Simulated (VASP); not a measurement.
# GdVH3 (Pm-3m) in VASP: further runs, part 2 of 2

VASP 6.6.1. Earlier steps stand in the parts before.

### 4 Single point, PBE, collinear spin, ferrimagnetic start

INCAR

```
  ALGO = Normal
  EDIFF = 1E-6
  ENCUT = 520
  GGA = PE
  ISIF = 2
  ISMEAR = 1
  ISPIN = 2
  LASPH = True
  LCHARG = False
  LMAXMIX = 6
  LORBIT = 11
  LREAL = False
  LWAVE = False
  MAGMOM = 0.4 0 0 0 -6.9
  NBANDS = 29
  NELM = 150
  PREC = Accurate
  SIGMA = 0.0479
```

KPOINTS

```
k-points
0
Gamma
  5 5 5
```

POSCAR

```
GdVH3
1.0
    3.6600660210      0.0000000000      0.0000000000
    0.0000000000      3.6600660210      0.0000000000
    0.0000000000      0.0000000000      3.6600660210
V H Gd
1 3 1
Direct
    0.0000000000      0.0000000000      0.0000000000
    0.5000000000      0.0000000000      0.0000000000
    0.0000000000      0.5000000000      0.0000000000
    0.0000000000      0.0000000000      0.5000000000
    0.5000000000      0.5000000000      0.5000000000
```

Potentials or basis: VASP PAW PBE potentials, release 64 (V_sv, H, Gd).

Launch:

```
> cat potpaw_PBE.64/V_sv/POTCAR potpaw_PBE.64/H/POTCAR potpaw_PBE.64/Gd/POTCAR > POTCAR
> mpirun -np 1 vasp_std > vasp.out
```

OUTCAR:

```text
EDIFF = 1E-6
   ENCUT = 520
   GGA = PE
   ISIF = 2
   ISMEAR = 1
   ISPIN = 2
   LASPH = True
   LORBIT = 11
   LREAL = False
   NELM = 150
   PREC = Accurate

 ion  position               nearest neighbor table
   1  0.000  0.000  0.000-   2 1.83   3 1.83   4 1.83   4 1.83   3 1.83   2 1.83   5 3.17   5 3.17
                             5 3.17   5 3.17   5 3.17   5 3.17   5 3.17   5 3.17
   2  0.500  0.000  0.000-   1 1.83   1 1.83
   3  0.000  0.500  0.000-   1 1.83   1 1.83
   4  0.000  0.000  0.500-   1 1.83   1 1.83
   5  0.500  0.500  0.500-   1 3.17   1 3.17   1 3.17   1 3.17   1 3.17   1 3.17   1 3.17   1 3.17
[... 862 lines left out ...]
 -----------------------------------------------------------------------------------
      0.00000      0.00000      0.00000         0.000000      0.000000      0.000000
      1.83003      0.00000      0.00000         0.000000      0.000000      0.000000
      0.00000      1.83003      0.00000         0.000000      0.000000      0.000000
      0.00000      0.00000      1.83003         0.000000      0.000000      0.000000
      1.83003      1.83003      1.83003         0.000000      0.000000      0.000000
 -----------------------------------------------------------------------------------
    total drift:                               -0.000000      0.000000      0.000000

  FREE ENERGIE OF THE ION-ELECTRON SYSTEM (eV)
  ---------------------------------------------------
  free  energy   TOTEN  =       -32.3392633529 eV

  energy  without entropy=      -32.3392553338  energy(sigma->0) =      -32.33926068

 total charge

# of ion       s       p       d       f       tot
--------------------------------------------------
    1        2.212   6.167   3.267   0.000  11.646
    2        0.545   0.016   0.000   0.000   0.561
    3        0.545   0.016   0.000   0.000   0.561
    4        0.545   0.016   0.000   0.000   0.561
    5        2.035   5.620   0.565   7.019  15.238
--------------------------------------------------
tot          5.883  11.834   3.831   7.019  28.568

 magnetization (x)

# of ion       s       p       d       f       tot
--------------------------------------------------
    1        0.005   0.000   0.511   0.000   0.516
    2        0.004  -0.001   0.000   0.000   0.004
    3        0.004  -0.001   0.000   0.000   0.004
    4        0.004  -0.001   0.000   0.000   0.004
    5        0.002   0.077  -0.135  -6.774  -6.830
--------------------------------------------------
tot          0.020   0.076   0.376  -6.774  -6.302
```

OSZICAR:

```text
N       E                     dE             d eps       ncg     rms          rms(c)
DAV:   1     0.213129666131E+03    0.21313E+03   -0.13529E+04  1778   0.514E+03
DAV:   2    -0.429260310348E+01   -0.21742E+03   -0.19799E+03  1720   0.620E+02
[... 16 lines left out ...]
DAV:  19    -0.323392979924E+02    0.13478E-03   -0.27727E-04  1761   0.516E-01    0.252E-01
DAV:  20    -0.323392835814E+02    0.14411E-04   -0.66730E-05  2035   0.116E-01    0.138E-01
DAV:  21    -0.323392731243E+02    0.10457E-04   -0.13186E-05  1760   0.111E-01    0.940E-02
DAV:  22    -0.323392635067E+02    0.96176E-05   -0.29302E-05  1540   0.182E-01    0.517E-02
DAV:  23    -0.323392628962E+02    0.61056E-06   -0.15776E-05  2085   0.796E-02    0.504E-02
DAV:  24    -0.323392633529E+02   -0.45667E-06   -0.40238E-06  1490   0.158E-02
   1 F= -.32339263E+02 E0= -.32339261E+02  d E =-.801906E-05  mag=    -6.6284
```

stdout:

```text
POSCAR found type information on POSCAR V H Gd
 POSCAR found :  3 types and       5 ions
 scaLAPACK will be used
 LDA part: xc-table for (Slater+PW92), standard interpolation
 POSCAR, INCAR and KPOINTS ok, starting setup
 FFT: planning ... GRIDC
 FFT: planning ... GRID_SOFT
 FFT: planning ... GRID
 WAVECAR not read
 entering main loop
```

Wall time 76 s (1 thread of Intel Xeon Platinum 8259CL at 2.50GHz (Skylake/Cascade Lake), shared host); peak memory 0.2 GiB.

What came out:

```
Free energy                                           : -32.3393 eV
Pressure                                              : 0.0 GPa
Net moment                                            : -6.63 μB per cell
Site moments                                          : V +0.52; H +0.00; Gd -6.83 μB
Valence electrons inside the program's atomic spheres : V 11.65; H 0.56; Gd 15.24
```

Levels at points of the mesh, in eV from the Fermi level:
Spin up:
```csv
k point,band 12,band 13,band 14,band 15,band 16,band 17
"(0.00, 0.00, 0.00)",0.26,0.26,0.26,0.91,0.91,0.91
```
Spin down:
| k point | band 18 | band 19 | band 20 | band 21 | band 22 | band 23 |
| --- | --- | --- | --- | --- | --- | --- |
| (0.00, 0.00, 0.00) | -4.29 | 0.64 | 0.64 | 0.64 | 1.94 | 1.94 |

Caveat: spin-orbit coupling is left out, which moves the levels of the heavy elements; without U or exact exchange the open f shell lies at the Fermi level, which spoils levels, moments and volumes. The state reached can hang on the start; a lower one may exist.

### 5 Relaxation of cell and atoms, PBE, collinear spin, ferrimagnetic start

INCAR

```
  ALGO = Normal
  EDIFF = 1E-7
  EDIFFG = -0.01
  ENCUT = 600
  GGA = PE
  IBRION = 2
  ISIF = 3
  ISMEAR = 1
  ISPIN = 2
  LASPH = T
  LCHARG = F
  LMAXMIX = 6
  LORBIT = 11
  LREAL = F
  LWAVE = F
  MAGMOM = 0.4 0 0 0 -6.9
  NELM = 150
  NSW = 60
  PREC = Accurate
  SIGMA = 0.0479
```

KPOINTS is that of step 4.

Changes to POSCAR since step 4:

```diff
@@ -2,5 +2,5 @@
 1.0
-    3.6600660210      0.0000000000      0.0000000000
-    0.0000000000      3.6600660210      0.0000000000
-    0.0000000000      0.0000000000      3.6600660210
+    3.6615011500      0.0000000000      0.0000000000
+    0.0000000000      3.6615011500      0.0000000000
+    0.0000000000      0.0000000000      3.6615011500
 V H Gd
```

Potentials or basis: VASP PAW PBE potentials, release 64 (V_sv, H, Gd).

Launch:

```
> cat potpaw_PBE.64/V_sv/POTCAR potpaw_PBE.64/H/POTCAR potpaw_PBE.64/Gd/POTCAR > POTCAR
> mpirun -np 1 vasp_std > vasp.out
```

OUTCAR:

```text
EDIFF = 1E-7
   EDIFFG = -0.01
   ENCUT = 600
   GGA = PE
   IBRION = 2
   ISIF = 3
   ISMEAR = 1
   ISPIN = 2
   LASPH = T
   LORBIT = 11
   LREAL = F
   NELM = 150
   NSW = 60
   PREC = Accurate

 ion  position               nearest neighbor table
   1  0.000  0.000  0.000-   2 1.83   3 1.83   4 1.83   4 1.83   3 1.83   2 1.83   5 3.17   5 3.17
                             5 3.17   5 3.17   5 3.17   5 3.17   5 3.17   5 3.17
   2  0.500  0.000  0.000-   1 1.83   1 1.83
   3  0.000  0.500  0.000-   1 1.83   1 1.83
   4  0.000  0.000  0.500-   1 1.83   1 1.83
   5  0.500  0.500  0.500-   1 3.17   1 3.17   1 3.17   1 3.17   1 3.17   1 3.17   1 3.17   1 3.17

  LATTYP: Found a simple cubic cell.
 ALAT       =     3.6615011500

  Lattice vectors:

 A1 = (   3.6615011500,   0.0000000000,   0.0000000000)
 A2 = (   0.0000000000,   3.6615011500,   0.0000000000)
 A3 = (   0.0000000000,   0.0000000000,   3.6615011500)

Analysis of symmetry for initial positions (statically):
=====================================================================
 Subroutine PRICEL returns:
 Original cell was already a primitive cell.

 Routine SETGRP: Setting up the symmetry group for a
 simple cubic supercell.

 Subroutine GETGRP returns: Found 48 space group operations
 (whereof 48 operations were pure point group operations)
 out of a pool of 48 trial point group operations.

The static configuration has the point symmetry O_h .

Analysis of symmetry for dynamics (positions and initial velocities):
=====================================================================
 Subroutine PRICEL returns:
 Original cell was already a primitive cell.

 Routine SETGRP: Setting up the symmetry group for a
 simple cubic supercell.

 Subroutine GETGRP returns: Found 48 space group operations
 (whereof 48 operations were pure point group operations)
 out of a pool of 48 trial point group operations.

The dynamic configuration has the point symmetry O_h .

Analysis of structural, dynamic, and magnetic symmetry:
=====================================================================
 Subroutine PRICEL returns:
 Original cell was already a primitive cell.

 Routine SETGRP: Setting up the symmetry group for a
 simple cubic supercell.

 Subroutine GETGRP returns: Found 48 space group operations
 (whereof 48 operations were pure point group operations)
 out of a pool of 48 trial point group operations.

The overall configuration has the point symmetry O_h .

 Subroutine INISYM returns: Found 48 space group operations
 (whereof 48 operations are pure point group operations),
 and found     1 'primitive' translations

----------------------------------------------------------------------------------------

                                     Primitive cell

  volume of cell :      49.0882

[... 77 lines left out ...]
   ENCUT  =  600.0 eV  44.10 Ry    6.64 a.u.   7.31  7.31  7.31*2*pi/ulx,y,z
   NELM   =    150;   NELMIN=  2; NELMDL= -5     # of ELM steps
   EDIFF  = 0.1E-06   stopping-criterion for ELM
   LREAL  =      F    real-space projection
   EDIFFG = -.1E-01   stopping-criterion for IOM
   NSW    =     60    number of steps for IOM
   IBRION =      2    ionic relax: 0-MD 1-quasi-New 2-CG
   NFREE  =      1    steps in history (QN), initial steepest desc. (CG)
   ISIF   =      3    stress and relaxation
   ISYM   =      2    0-nonsym 1-usesym 2-fastsym
   POTIM  = 0.5000    time-step for ionic-motion
   TEBEG  =    0.0;   TEEND  =   0.0 temperature during run
   PSTRESS=    0.0 pullay stress
   NELECT =      34.0000    total number of electrons
   NUPDOWN=      -1.0000    fix difference up-down
   EMIN   =  10.00;   EMAX   =-10.00  energy-range for DOS
   EFERMI =   0.00;   METHOD = LEGACY
   ISMEAR =     1;   SIGMA  =   0.05  broadening in eV -4-tet -1-fermi 0-gaus
   EFERMI_NEDOS =   21; number of points for ismear=-14 and -15
   IALGO  =     38    algorithm
   IMIX   =      4    mixing-type and parameters
     AMIX     =   0.40;   BMIX     =  1.00
     AMIX_MAG =   1.60;   BMIX_MAG =  1.00
  volume/ion in A,a.u.               =       9.82        66.25
  Fermi-wavevector in a.u.,A,eV,Ry     =   1.448467  2.737206 28.545797  2.098057
  Thomas-Fermi vector in A             =   2.566305
   LORBIT       =     11    0 simple, 1 ext, 2 COOP (PROOUT), +10 PAW based schemes
   GGA     = PE    functional components
   LHFCALC =     F    Hartree Fock is set to
   AEXX    =    0.0000 exact exchange contribution
   IVDW    =     0    specifies the selected vdW correction
   LEPSILON=     F    determine dielectric tensor
   LRPA    =     F    only Hartree local field effects (RPA)
 conjugate gradient relaxation of ions
 spin polarized calculation
 Methfessel and Paxton  Order N= 1 SIGMA  =   0.05
  energy-cutoff  :      600.00
  volume of cell :       49.09
 maximum number of plane-waves:      1651
 NGX is ok and might be reduce to    30
   NGX = 15   NGY = 15   NGZ = 15

 number of electron      34.0000015 magnetization      -6.6291238

 Free energy of the ion-electron system (eV)
  ---------------------------------------------------
  ext. energy  EPLUGINS =         0.00000000
  ---------------------------------------------------
  free energy    TOTEN  =       -32.34316307 eV

  energy without entropy =      -32.34315226  energy(sigma->0) =      -32.34315947

 E-fermi :   5.4969     XC(G=0): -11.4215

 val. band max:        5.4916644041   @ k =   0.4000   0.0000   0.0000
 cond. band min:       5.5691864284   @ k =   0.2000   0.0000   0.0000
 fundamental gap:      0.0775220243
 Fermi energy:         5.4968932802

 spin component 1

 k-point     1 :       0.0000    0.0000    0.0000
  band No.  band energies     occupation
      1     -58.4401      1.00000
      2     -36.1920      1.00000
      3     -32.3367      1.00000
      4     -32.3367      1.00000
      5     -32.3367      1.00000
      6     -14.3735      1.00000
[... 259 lines left out ...]
     23       6.5878      0.00000
     24       9.6059      0.00000
 Fermi energy:         5.4968932802

 spin component 2

 k-point     1 :       0.0000    0.0000    0.0000
  band No.  band energies     occupation
      1     -57.9503      1.00000
      2     -39.3369      1.00000
      3     -31.8520      1.00000
      4     -31.8520      1.00000
      5     -31.8520      1.00000
      6     -16.6237      1.00000
[... 259 lines left out ...]
     23       6.7864      0.00000
     24       9.4093      0.00000

------------------------ aborting loop because EDIFF is reached ----------------------------------------

  FORCE on cell =-STRESS in cart. coord.  units (eV):
  Direction    XX          YY          ZZ          XY          YZ          ZX
  --------------------------------------------------------------------------------------
  -------------------------------------------------------------------------------------
  Total       -0.0229650     -0.0229650     -0.0229650      0.0000000      0.0000000     -0.0000000
  in kB       -0.7495483     -0.7495483     -0.7495483      0.0000000      0.0000000     -0.0000000
  external PRESSURE =      -0.7495483 kB  Pullay stress =       0.0000000 kB

 VOLUME and BASIS-vectors are now :
 -----------------------------------------------------------------------------
  energy-cutoff  :      600.00
  volume of cell :       49.09
      direct lattice vectors                 reciprocal lattice vectors
     3.661501150  0.000000000  0.000000000     0.273112027  0.000000000  0.000000000
     0.000000000  3.661501150  0.000000000     0.000000000  0.273112027  0.000000000
     0.000000000  0.000000000  3.661501150     0.000000000  0.000000000  0.273112027

 POSITION                                       TOTAL-FORCE (eV/Angst)
 -----------------------------------------------------------------------------------
      0.00000      0.00000      0.00000         0.000000      0.000000      0.000000
      1.83075      0.00000      0.00000         0.000000      0.000000      0.000000
      0.00000      1.83075      0.00000         0.000000      0.000000      0.000000
      0.00000      0.00000      1.83075         0.000000      0.000000      0.000000
      1.83075      1.83075      1.83075         0.000000      0.000000      0.000000
 -----------------------------------------------------------------------------------
    total drift:                                0.000000      0.000000      0.000000

  FREE ENERGIE OF THE ION-ELECTRON SYSTEM (eV)
  ---------------------------------------------------
  free  energy   TOTEN  =       -32.3431630656 eV

  energy  without entropy=      -32.3431522649  energy(sigma->0) =      -32.34315947

 reached required accuracy - stopping structural energy minimisation

 total charge

# of ion       s       p       d       f       tot
--------------------------------------------------
    1        2.212   6.167   3.266   0.000  11.644
    2        0.545   0.016   0.000   0.000   0.561
    3        0.545   0.016   0.000   0.000   0.561
    4        0.545   0.016   0.000   0.000   0.561
    5        2.035   5.619   0.565   7.019  15.237
--------------------------------------------------
tot          5.881  11.834   3.830   7.019  28.564

 magnetization (x)

# of ion       s       p       d       f       tot
--------------------------------------------------
    1        0.005   0.000   0.511   0.000   0.517
    2        0.004  -0.001   0.000   0.000   0.004
    3        0.004  -0.001   0.000   0.000   0.004
    4        0.004  -0.001   0.000   0.000   0.004
    5        0.002   0.077  -0.135  -6.775  -6.831
--------------------------------------------------
tot          0.020   0.076   0.376  -6.775  -6.302
```

Wall time 88 s (1 thread of Intel Xeon Platinum 8259CL at 2.50GHz (Skylake/Cascade Lake), shared host); peak memory 0.21 GiB.

What came out:

- Free energy: -32.3432 eV
- Pressure after relaxing: -0.1 GPa
- Net moment: -6.63 μB per cell
- Site moments: V +0.52; H +0.00; Gd -6.83 μB
- Valence electrons inside the program's atomic spheres: V 11.64; H 0.56; Gd 15.24

Final structure:
```
V H Gd
1.0
     3.66150    0.00000    0.00000
     0.00000    3.66150    0.00000
     0.00000    0.00000    3.66150
V H Gd
1 3 1
Direct
  0.00000 0.00000 0.00000
  0.50000 0.00000 0.00000
  0.00000 0.50000 0.00000
  0.00000 0.00000 0.50000
  0.50000 0.50000 0.50000
```

Levels at points of the mesh, in eV from the Fermi level:
Spin up:
```csv
k point,band 12,band 13,band 14,band 15,band 16,band 17
"(0.00, 0.00, 0.00)",0.26,0.26,0.26,0.91,0.91,0.91
```
Spin down:
```csv
k point,band 17,band 18,band 19,band 20,band 21,band 22,band 23,band 24
"(0.00, 0.00, 0.00)",-4.33,-4.30,0.64,0.64,0.64,1.94,1.94,5.01
```

Caveat: the relaxation stopped at its first step, so nothing moved; spin-orbit coupling is left out, which moves the levels of the heavy elements; without U or exact exchange the open f shell lies at the Fermi level, which spoils levels, moments and volumes.
